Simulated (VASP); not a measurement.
# Pt (P6_3/mmc) in VASP: a series of runs

Runs on Pt. Level: LDA. Tasks: single point, relaxation of cell and atoms.

All numbers are computed with VASP 6.6.1; they aren't measurements. Logs are shortened: lines on timing, memory, paths and dates and some standing lists are left out, and cuts for length are marked.

**1. The cell of the first run**

The structure is hexagonal, space group P6_3/mmc (No. 194). Conventional cell: a = 2.711 Å, b = 2.711 Å, c = 4.668 Å, α = 90.00°, β = 90.00°, γ = 120.00°. Within 3.6 Å of Pt (site symmetry -6m2) lie 12 Pt at 2.71 to 2.81 Å.

**2. Single point, LDA**

File INCAR:

```
SYSTEM = Pt
ALGO     = Normal         ! electronic algorithm
EDIFF    = 1E-7           ! SCF threshold, eV
ENCUT    = 520            ! plane-wave cutoff, eV
GGA      = CA             ! functional
ISIF     = 2              ! what is computed and relaxed
ISMEAR   = -1             ! smearing method
LASPH    = .True.         ! aspherical terms in the spheres
LCHARG   = .False.        ! write CHGCAR
LREAL    = .False.        ! projectors in reciprocal space
LWAVE    = .False.        ! write WAVECAR
NBANDS   = 17             ! bands
NELM     = 80             ! most SCF steps
PREC     = Accurate       ! precision mode
SIGMA    = 0.05           ! smearing width, eV
```

File KPOINTS:

```
k-points
0
Gamma
  17 17 9
  0 0 0
```

File POSCAR:

```
Pt
1.0
    2.7107039064      0.0000000000      0.0000000000
   -1.3553519532      2.3475384451      0.0000000000
    0.0000000000      0.0000000000      4.6678312548
Pt
2
Direct
    0.3333333333      0.6666666667      0.2500000000
    0.6666666667      0.3333333333      0.7500000000
```

Potentials or basis: VASP PAW LDA potentials, release 64 (Pt).

Started as:

```console
> cat potpaw_LDA.64/Pt/POTCAR > POTCAR
> mpirun -np 1 vasp_std > vasp.out
```

OUTCAR:

```text
SYSTEM = Pt
   EDIFF = 1E-7
   ENCUT = 520
   GGA = CA
   ISIF = 2
   ISMEAR = -1
   LASPH = .True.
   LREAL = .False.
   NELM = 80
   PREC = Accurate

 ion  position               nearest neighbor table
   1  0.333  0.667  0.250-   2 2.81   2 2.81   2 2.81   2 2.81   2 2.81   2 2.81
   2  0.667  0.333  0.750-   1 2.81   1 2.81   1 2.81   1 2.81   1 2.81   1 2.81

  LATTYP: Found a hexagonal cell.
 ALAT       =     2.7107039064
 C/A-ratio  =     1.7219996783

  Lattice vectors:

 A1 = (   2.7107039064,   0.0000000000,   0.0000000000)
 A2 = (  -1.3553519532,   2.3475384451,   0.0000000000)
 A3 = (   0.0000000000,   0.0000000000,   4.6678312548)

Analysis of symmetry for initial positions (statically):
=====================================================================
 Subroutine PRICEL returns:
 Original cell was already a primitive cell.

 Routine SETGRP: Setting up the symmetry group for a
 hexagonal supercell.

 Subroutine GETGRP returns: Found 24 space group operations
 (whereof 12 operations were pure point group operations)
 out of a pool of 24 trial point group operations.

The static configuration has the point symmetry D_3d.
 The point group associated with its full space group is D_6h.

Analysis of symmetry for dynamics (positions and initial velocities):
=====================================================================
 Subroutine PRICEL returns:
 Original cell was already a primitive cell.

 Routine SETGRP: Setting up the symmetry group for a
 hexagonal supercell.

 Subroutine GETGRP returns: Found 24 space group operations
 (whereof 12 operations were pure point group operations)
 out of a pool of 24 trial point group operations.

The dynamic configuration has the point symmetry D_3d.
 The point group associated with its full space group is D_6h.

 Subroutine INISYM returns: Found 24 space group operations
 (whereof 12 operations are pure point group operations),
 and found     1 'primitive' translations

----------------------------------------------------------------------------------------

                                     Primitive cell

  volume of cell :      29.7037

  direct lattice vectors                    reciprocal lattice vectors
     2.710703906  0.000000000  0.000000000     0.368907868  0.212989057  0.000000000
    -1.355351953  2.347538445  0.000000000     0.000000000  0.425978114  0.000000000
     0.000000000  0.000000000  4.667831255     0.000000000  0.000000000  0.214232252

  length of vectors
     2.710703906  2.710703906  4.667831255     0.425978114  0.425978114  0.214232252

  position of ions in fractional coordinates (direct lattice)
     0.333333333  0.666666667  0.250000000
     0.666666667  0.333333333  0.750000000

  ion indices of the primitive-cell ions
   primitive index   ion index
                 1           1
                 2           2

----------------------------------------------------------------------------------------

 KPOINTS: k-points

Automatic generation of k-mesh.
 Grid dimensions read from file:
 generate k-points for:   17   17    9

 Generating k-lattice:

  Cartesian coordinates                     Fractional coordinates (reciprocal lattice)
     0.021700463  0.012528768  0.000000000     0.058823529 -0.000000000  0.000000000
     0.000000000  0.025057536  0.000000000     0.000000000  0.058823529  0.000000000
     0.000000000  0.000000000  0.023803584     0.000000000  0.000000000  0.111111111

  Length of vectors
     0.025057536  0.025057536  0.023803584

  Shift w.r.t. Gamma in fractional coordinates (k-lattice)
     0.000000000  0.000000000  0.000000000

 Subroutine IBZKPT returns following result:
 ===========================================

 Found    165 irreducible k-points:

 Following reciprocal coordinates:
            Coordinates               Weight
  0.000000  0.000000  0.000000      1.000000
  0.058824  0.000000  0.000000      6.000000
  0.117647 -0.000000  0.000000      6.000000
  0.176471  0.000000  0.000000      6.000000
  0.235294 -0.000000  0.000000      6.000000
  0.294118 -0.000000  0.000000      6.000000
[... 16 lines left out ...]
  0.411765  0.117647  0.000000     12.000000
  0.176471  0.176471  0.000000      6.000000
 [... further k-points ...]
   k-points           NKPTS =    165   k-points in BZ     NKDIM =    165   number of bands    NBANDS=     17
   number of dos      NEDOS =    301   number of ions     NIONS =      2
   total plane-waves  NPLWV =  14400
   dimension x,y,z NGX =    20 NGY =   20 NGZ =   36
   dimension x,y,z NGXF=    40 NGYF=   40 NGZF=   72
   ions per type =               2
   NGX,Y,Z   is equivalent  to a cutoff of  12.27, 12.27, 12.82 a.u.
   NGXF,Y,Z  is equivalent  to a cutoff of  24.53, 24.53, 25.64 a.u.
 SYSTEM =  Pt
   PREC   = accura    normal or accurate (medium, high low for compatibility)
   ISTART =      0    job   : 0-new  1-cont  2-samecut
   ICHARG =      2    charge: 1-file 2-atom 10-const
   ISPIN  =      1    spin polarized calculation?
   LNONCOLLINEAR =      F non collinear calculations
   LSORBIT =      F    spin-orbit coupling
   LASPH  =      T    aspherical Exc in radial PAW
   ENCUT  =  520.0 eV  38.22 Ry    6.18 a.u.   5.04  5.04  8.68*2*pi/ulx,y,z
   NELM   =     80;   NELMIN=  2; NELMDL= -5     # of ELM steps
   EDIFF  = 0.1E-06   stopping-criterion for ELM
   LREAL  =      F    real-space projection
   EDIFFG = 0.1E-05   stopping-criterion for IOM
   NSW    =      0    number of steps for IOM
   IBRION =     -1    ionic relax: 0-MD 1-quasi-New 2-CG
   NFREE  =      0    steps in history (QN), initial steepest desc. (CG)
   ISIF   =      2    stress and relaxation
   ISYM   =      2    0-nonsym 1-usesym 2-fastsym
   POTIM  = 0.5000    time-step for ionic-motion
   TEBEG  =    0.0;   TEEND  =   0.0 temperature during run
   PSTRESS=    0.0 pullay stress
   NELECT =      20.0000    total number of electrons
   NUPDOWN=      -1.0000    fix difference up-down
   EMIN   =  10.00;   EMAX   =-10.00  energy-range for DOS
   EFERMI =   0.00;   METHOD = LEGACY
   ISMEAR =    -1;   SIGMA  =   0.05  broadening in eV -4-tet -1-fermi 0-gaus
   EFERMI_NEDOS =   21; number of points for ismear=-14 and -15
   IALGO  =     38    algorithm
   IMIX   =      4    mixing-type and parameters
     AMIX     =   0.40;   BMIX     =  1.00
     AMIX_MAG =   1.60;   BMIX_MAG =  1.00
  volume/ion in A,a.u.               =      14.85       100.23
  Fermi-wavevector in a.u.,A,eV,Ry     =   1.434878  2.711525 28.012677  2.058874
  Thomas-Fermi vector in A             =   2.554238
   LORBIT       =      0    0 simple, 1 ext, 2 COOP (PROOUT), +10 PAW based schemes
   GGA     = CA    functional components
   LHFCALC =     F    Hartree Fock is set to
   AEXX    =    0.0000 exact exchange contribution
   IVDW    =     0    specifies the selected vdW correction
   LEPSILON=     F    determine dielectric tensor
   LRPA    =     F    only Hartree local field effects (RPA)
 non-spin polarized calculation
  energy-cutoff  :      520.00
  volume of cell :       29.70
 maximum number of plane-waves:       825
   NGX = 11   NGY = 11   NGZ = 17

 number of electron      20.0000001 magnetization

 Free energy of the ion-electron system (eV)
  ---------------------------------------------------
  ext. energy  EPLUGINS =         0.00000000
  ---------------------------------------------------
  free energy    TOTEN  =       -14.89884877 eV

  energy without entropy =      -14.86989260  energy(sigma->0) =      -14.88437068

 E-fermi :  11.4017     XC(G=0): -13.7727

 val. band max:       11.4007549727   @ k =   0.3529   0.1176   0.0000
 cond. band min:      11.4039179098   @ k =   0.4118   0.0588   0.1111
 fundamental gap:      0.0031629371
 Fermi energy:        11.4016654573

 k-point     1 :       0.0000    0.0000    0.0000
  band No.  band energies     occupation
      1       1.0183      2.00000
      2       3.7321      2.00000
      3       7.0915      2.00000
      4       7.6234      2.00000
      5       7.6234      2.00000
      6       8.0451      2.00000
[... 9 lines left out ...]
     16      28.6883      0.00000
     17      32.9441      0.00000

 k-point     2 :       0.0588    0.0000    0.0000
  band No.  band energies     occupation
      1       1.1512      2.00000
      2       3.8550      2.00000
      3       7.0725      2.00000
      4       7.6214      2.00000
      5       7.7280      2.00000
      6       7.9760      2.00000
[... 9 lines left out ...]
     16      28.8926      0.00000
     17      32.1506      0.00000

 k-point     3 :       0.1176   -0.0000    0.0000
  band No.  band energies     occupation
      1       1.5380      2.00000
      2       4.1981      2.00000
      3       6.9494      2.00000
      4       7.6469      2.00000
      5       7.8711      2.00000
      6       8.0364      2.00000
[... 9 lines left out ...]
     16      29.2306      0.00000
     17      30.9886      0.00000

 k-point     4 :       0.1765    0.0000    0.0000
  band No.  band energies     occupation
      1       2.1398      2.00000
      2       4.6586      2.00000
      3       6.7684      2.00000
      4       7.4454      2.00000
      5       7.5776      2.00000
      6       8.1459      2.00000
[... 9 lines left out ...]
     16      29.3301      0.00000
     17      29.5131      0.00000
[... 343 lines left out ...]
      1       4.7693      2.00000
      2       4.9238      2.00000
      3       5.3866      2.00000
      4       7.4925      2.00000
      5       7.5676      2.00000
      6       8.0215      2.00000
[... 9 lines left out ...]
     16      25.0101      0.00000
     17      25.8542      0.00000

 k-point    23 :       0.4118    0.1176    0.0000
  band No.  band energies     occupation
      1       4.7684      2.00000
      2       4.8798      2.00000
      3       5.2370      2.00000
      4       7.6285      2.00000
      5       7.7849      2.00000
      6       7.9456      2.00000
[... 9 lines left out ...]
     16      23.6450      0.00000
     17      25.4740      0.00000

 k-point    24 :       0.1765    0.1765    0.0000
  band No.  band energies     occupation
      1       3.9747      2.00000
      2       5.7690      2.00000
      3       6.0954      2.00000
      4       6.2123      2.00000
      5       7.3494      2.00000
      6       7.6578      2.00000
[... 9 lines left out ...]
     16      27.5221      0.00000
     17      29.6319      0.00000

 [... further k-points ...]
[... 5 lines left out ...]
  --------------------------------------------------------------------------------------
  -------------------------------------------------------------------------------------
  Total        0.1688485      0.1688485      0.0909821      0.0000000      0.0000000      0.0000000
  in kB        9.1074720      9.1074720      4.9074600      0.0000000      0.0000000      0.0000000
  external PRESSURE =       7.7074680 kB  Pullay stress =       0.0000000 kB

 VOLUME and BASIS-vectors are now :
 -----------------------------------------------------------------------------
  energy-cutoff  :      520.00
  volume of cell :       29.70
      direct lattice vectors                 reciprocal lattice vectors
     2.710703906  0.000000000  0.000000000     0.368907868  0.212989057  0.000000000
    -1.355351953  2.347538445  0.000000000     0.000000000  0.425978114  0.000000000
     0.000000000  0.000000000  4.667831255     0.000000000  0.000000000  0.214232252

 POSITION                                       TOTAL-FORCE (eV/Angst)
 -----------------------------------------------------------------------------------
     -0.00000      1.56503      1.16696         0.000000      0.000000      0.000000
      1.35535      0.78251      3.50087        -0.000000     -0.000000      0.000000
 -----------------------------------------------------------------------------------
    total drift:                               -0.000000      0.000000     -0.000000

  FREE ENERGIE OF THE ION-ELECTRON SYSTEM (eV)
  ---------------------------------------------------
  free  energy   TOTEN  =       -14.8988487681 eV

  energy  without entropy=      -14.8698926009  energy(sigma->0) =      -14.88437068
```

Run time: 24 s. Hardware: 1 thread of Intel Xeon 6975P-C (Granite Rapids), shared host; peak memory 0.18 GiB.

What came out:

- Free energy: -14.8988 eV
- Pressure: 0.8 GPa
- Band gap on the k mesh: zero (band 10 reaches 11.90 eV, above the bottom of band 11 at 10.58 eV)

Caveat: spin-orbit coupling is left out, which moves the levels of the heavy elements.

**3. Single point, LDA**

File INCAR:

```
PREC = Accurate
ENCUT = 520
EDIFF = 1E-6
ISMEAR = -1
SIGMA = 0.05
LREAL = F
LASPH = T
NELM = 60
ALGO = Normal
ISIF = 2
LWAVE = F
LCHARG = F
NBANDS = 17
```

File KPOINTS:

```
Automatic mesh
0
Gamma
  17 17 9
```

File POSCAR:

```
Pt
1.0
    2.7101986435      0.0000000000      0.0000000000
   -1.3550993217      2.3471008745      0.0000000000
    0.0000000000      0.0000000000      4.6697638437
Pt
2
Direct
    0.3333333333      0.6666666667      0.2500000000
    0.6666666667      0.3333333333      0.7500000000
```

Potentials or basis: VASP PAW LDA potentials, release 64 (Pt).

Started as:

```console
> cat potpaw_LDA.64/Pt/POTCAR > POTCAR
> mpirun -np 1 vasp_std > vasp.out
```

It took 22 s on 1 thread of Intel Xeon 6975P-C (Granite Rapids), shared host; peak memory 0.18 GiB.

Results (log left out):

```yaml
Free_energy: -14.8988 eV
Pressure: 0.7 GPa
Band_gap_on_the_k_mesh: zero (band 10 reaches 11.90 eV, above the bottom of band 11 at 10.58 eV)
```

Stress tensor (GPa, compression positive):
```
0.94 0.00 0.00
0.00 0.94 0.00
0.00 0.00 0.36
```

Levels at points of the mesh, in eV from the Fermi level:
```tsv
k point	band 6	band 7	band 8	band 9	band 10	band 11	band 12	band 13	band 14	band 15
(0.00, 0.00, 0.00)	-3.36	-3.36	-2.03	-2.03	-0.94	-0.23	-0.23	5.18	14.97	15.75
```

Caveat: spin-orbit coupling is left out, which moves the levels of the heavy elements.

**4. Relaxation of cell and atoms, LDA**

This run uses another cell than the first one, of 14.77 Å³/atom, 0.995 times its volume.

File INCAR:

```
SYSTEM = Pt
PREC = Accurate
ENCUT = 600
EDIFF = 1E-6
ISMEAR = -1
SIGMA = 0.05
LREAL = .FALSE.
LASPH = .TRUE.
NELM = 100
ALGO = Normal
ISIF = 3
LWAVE = .FALSE.
LCHARG = .FALSE.
IBRION = 2
NSW = 60
EDIFFG = -0.005
```

File KPOINTS:

```
regular mesh
0
G
  17 17 9
  0 0 0
```

File POSCAR:

```
Pt
1.0
    2.7614133230      0.0000000000      0.0000000000
   -1.3807066615      2.3914540880      0.0000000000
    0.0000000000      0.0000000000      4.4734895832
Pt
2
Direct
    0.3333333333      0.6666666667      0.2500000000
    0.6666666667      0.3333333333      0.7500000000
```

Started as:

```console
> cat potpaw_LDA.64/Pt/POTCAR > POTCAR
> mpirun -np 1 vasp_std > vasp.out
```

Wall time 80 s (1 thread of Intel Xeon 6975P-C (Granite Rapids), shared host); peak memory 0.21 GiB.

The run converged. Its results:

| Quantity | Value |
| --- | --- |
| Free energy | -14.8990 eV |
| Relaxed volume | 14.89 Å³/atom |
| Relaxed cell | a = 2.715 Å, b = 2.715 Å, c = 4.667 Å, α = 90.00°, β = 90.00°, γ = 120.00° |
| Space group after relaxing (to 0.05 Å) | P6_3/mmc (No. 194) |
| Energy gained by relaxing | 23.4 meV/atom |
| Ionic steps | 7 |
| Pressure after relaxing | 0.0 GPa |
| Band gap on the k mesh | zero (band 10 reaches 11.84 eV, above the bottom of band 11 at 10.53 eV) |

Step by step:
| step | energy change (eV) | largest force (eV/Å) | pressure (GPa) | volume (Å³) |
| --- | --- | --- | --- | --- |
| 1 | 0.0000 | 0.0000 | 2.52 | 29.54 |
| 2 | -0.0273 | 0.0000 | -7.13 | 30.52 |
| 3 | -0.0302 | 0.0000 | -5.10 | 30.29 |
| 4 | -0.0453 | 0.0000 | 0.00 | 29.81 |
| 5 | -0.0463 | 0.0000 | -1.05 | 29.90 |
| 6 | -0.0468 | 0.0000 | 0.29 | 29.76 |
| 7 | -0.0469 | 0.0000 | 0.00 | 29.79 |

Final structure:
```cif
data_structure
_symmetry_space_group_name_H-M 'P 1'
_symmetry_Int_Tables_number 1
_cell_length_a 2.7147
_cell_length_b 2.7147
_cell_length_c 4.6674
_cell_angle_alpha 90.000
_cell_angle_beta 90.000
_cell_angle_gamma 120.000
_cell_volume 29.79
loop_
_atom_site_label
_atom_site_type_symbol
_atom_site_fract_x
_atom_site_fract_y
_atom_site_fract_z
_atom_site_occupancy
Pt1 Pt 0.33333 0.66667 0.25000 1
Pt2 Pt 0.66667 0.33333 0.75000 1
```

Levels at points of the mesh, in eV from the Fermi level:
```
           k point  band 6  band 7  band 8  band 9  band 10  band 11  band 12  band 13  band 14
(0.00, 0.00, 0.00)   -3.34   -3.34   -2.04   -2.04    -0.91    -0.23    -0.23     5.19    14.96
```

Caveat: spin-orbit coupling is left out, which moves the levels of the heavy elements.

**5. Relaxation of cell and atoms, LDA**

File INCAR:

```
PREC = Accurate ; ENCUT = 600
EDIFF = 1E-6 ; ISMEAR = -1
SIGMA = 0.05 ; LREAL = F
LASPH = T ; NELM = 100
ALGO = Normal ; ISIF = 3
LWAVE = F ; LCHARG = F
IBRION = 2 ; NSW = 45
EDIFFG = -0.005
```

File KPOINTS:

```
Automatic mesh
0
Gamma
  17 17 9
```

File POSCAR:

```
Pt
1.0
    2.7107039064      0.0000000000      0.0000000000
   -1.3553519532      2.3475384451      0.0000000000
    0.0000000000      0.0000000000      4.6678312548
Pt
2
Direct
    0.3333333333      0.6666666667      0.2500000000
    0.6666666667      0.3333333333      0.7500000000
```

Started as:

```console
> cat potpaw_LDA.64/Pt/POTCAR > POTCAR
> mpirun -np 1 vasp_std > vasp.out
```

Wall time 70 s (1 thread of Intel Xeon 6975P-C (Granite Rapids), shared host); peak memory 0.2 GiB.

It converged, with:

| Quantity | Value |
| --- | --- |
| Free energy | -14.8992 eV |
| Relaxed volume | 14.89 Å³/atom |
| Relaxed cell | a = 2.714 Å, b = 2.714 Å, c = 4.668 Å, α = 90.00°, β = 90.00°, γ = 120.00° |
| Space group after relaxing (to 0.05 Å) | P6_3/mmc (No. 194) |
| Energy gained by relaxing | 0.1 meV/atom |
| Ionic steps | 7 |
| Pressure after relaxing | 0.0 GPa |
| Band gap on the k mesh | zero (band 10 reaches 11.84 eV, above the bottom of band 11 at 10.53 eV) |

Step by step:
```tsv
step	energy change (eV)	largest force (eV/Å)	pressure (GPa)	volume (Å³)
1	0.0000	0.0000	0.88	29.70
2	0.0020	0.0000	-2.63	30.05
3	-0.0002	0.0000	-0.03	29.79
4	-0.0002	0.0000	-0.03	29.79
5	-0.0002	0.0000	0.40	29.75
6	-0.0002	0.0000	0.04	29.79
7	-0.0003	0.0000	0.01	29.78
```

Final structure:
```
CELL_PARAMETERS angstrom
2.71416 0.00000 0.00000
-1.35708 2.35054 0.00000
0.00000 0.00000 4.66842
ATOMIC_POSITIONS crystal
Pt 0.33333 0.66667 0.25000
Pt 0.66667 0.33333 0.75000
```

Levels at points of the mesh, in eV from the Fermi level:
```
           k point  band 8  band 9  band 10  band 11  band 12  band 13
(0.00, 0.00, 0.00)   -2.04   -2.04    -0.91    -0.23    -0.23     5.19
```

Caveat: spin-orbit coupling is left out, which moves the levels of the heavy elements.

**6. The runs side by side**

| task | cell | cutoff (eV) | gap on the mesh (eV) | pressure (GPa) | relaxed volume (Å³/atom) |
| --- | --- | --- | --- | --- | --- |
| single point | a = 2.711, b = 2.711, c = 4.668 Å, angles 90.0, 90.0, 120.0°, 2 atoms | 520 | none | 0.8 | - |
| single point | a = 2.710, b = 2.710, c = 4.670 Å, angles 90.0, 90.0, 120.0°, 2 atoms | 520 | none | 0.7 | - |
| relaxation of cell and atoms | relaxed from a = 2.761, b = 2.761, c = 4.473 Å, angles 90.0, 90.0, 120.0°, 2 atoms | 600 | none | 0.0 | 14.89 |
| relaxation of cell and atoms | relaxed from a = 2.711, b = 2.711, c = 4.668 Å, angles 90.0, 90.0, 120.0°, 2 atoms | 600 | none | 0.0 | 14.89 |

Alike in all rows: level LDA; potentials or basis VASP PAW LDA potentials, release 64 (Pt); no spin polarisation; k mesh 17 × 17 × 9; smearing fermi-dirac 0.05 eV.

Caveats: spin-orbit coupling is left out, which moves the levels of the heavy elements.

Total energies depend on the potentials used, so only differences within one code and one set of settings carry meaning.
